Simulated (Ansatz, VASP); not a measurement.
# CaF2: VASP beside Ansatz

```
CELL_PARAMETERS angstrom
0.00000 2.71961 2.71961
2.71961 0.00000 2.71961
2.71961 2.71961 0.00000
ATOMIC_POSITIONS crystal
Ca 0.00000 0.00000 0.00000
F 0.75000 0.75000 0.75000
F 0.25000 0.25000 0.25000
```

Alike in both runs: task single point; functional r2SCAN; k mesh 8 × 8 × 8; occupations gaussian, width 0.02 eV; no spin polarisation.

```csv
,VASP,Ansatz
version,VASP 6.6.1,Ansatz 0.2.0
potentials or method,"VASP PAW PBE potentials, release 64 (Ca_sv, F), cutoff 660 eV","scalar-relativistic, plane waves, PAW"
valence electrons in the cell,24,24
```

|  | VASP | Ansatz | Ansatz less VASP |
| --- | --- | --- | --- |
| gap on the k mesh at the Fermi level (eV) | 8.03 | 8.03 | +0.006 |
| least direct gap on the mesh (eV) | 8.29 | 8.29 | +0.007 |
| pressure (GPa) | 0.4 | 0.0 | -0.41 |

VASP's potentials were made for PBE, not for r2SCAN.
